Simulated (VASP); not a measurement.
# MnO2: single point with PBEsol

Crystal: MnO2.

```
CELL_PARAMETERS angstrom
1.42843 0.82471 4.58393
-1.42843 0.82471 4.58393
0.00000 -1.64941 4.58393
ATOMIC_POSITIONS crystal
Mn 0.00000 0.00000 0.00000
O 0.73564 0.73564 0.73564
O 0.26436 0.26436 0.26436
```

```yaml
Program: VASP 6.6.1
Task: single point
Functional: PBEsol
Potentials_or_basis: VASP PAW PBE potentials, release 64 (Mn_pv, O)
Cutoff: 600 eV
k_mesh: 11 × 11 × 11
Occupations: fermi-dirac, width 0.05 eV
Spin: no spin polarisation
```

```json
{"Pressure": "-11.3 GPa", "Largest force": "0.485 eV/Å", "Band gap on the k mesh": "zero (an odd number of electrons rules out a gap without spin polarisation)"}
```

Forces in eV/Å, atoms in the order of the input:
```
Mn   0.000  0.000  0.000
O    0.000  0.000 -0.485
O    0.000  0.000  0.485
```

Stress tensor (GPa, compression positive):
```
-14.85   0.00   0.00
  0.00 -14.85   0.00
  0.00   0.00  -4.19
```

Levels at points of the mesh, in eV from the Fermi level:
| k point | band 11 | band 12 | band 13 | band 14 | band 15 | band 16 |
| --- | --- | --- | --- | --- | --- | --- |
| (0.00, 0.00, 0.00) | -1.56 | -0.86 | -0.86 | 0.89 | 3.32 | 3.32 |

It took 3.2 min on 1 thread of Intel(R) Xeon(R) Platinum 8488C (Sapphire Rapids), with other jobs on the host, peak memory 0.3 GiB.

Caveat: the cell stands under tension; the PAW data sets were made with another functional, which shifts forces and pressure a little; an odd number of electrons without spin polarisation forces a metal; a magnetic or distorted state may lie lower; the run has no spin polarisation, though such a crystal can be magnetic; semilocal functionals often make such compounds metallic where correlation or magnetic order opens a gap, which also shifts bond lengths. With open d or f shells a metallic result of PBEsol can be an artefact of self-interaction; +U or a hybrid may open a gap.
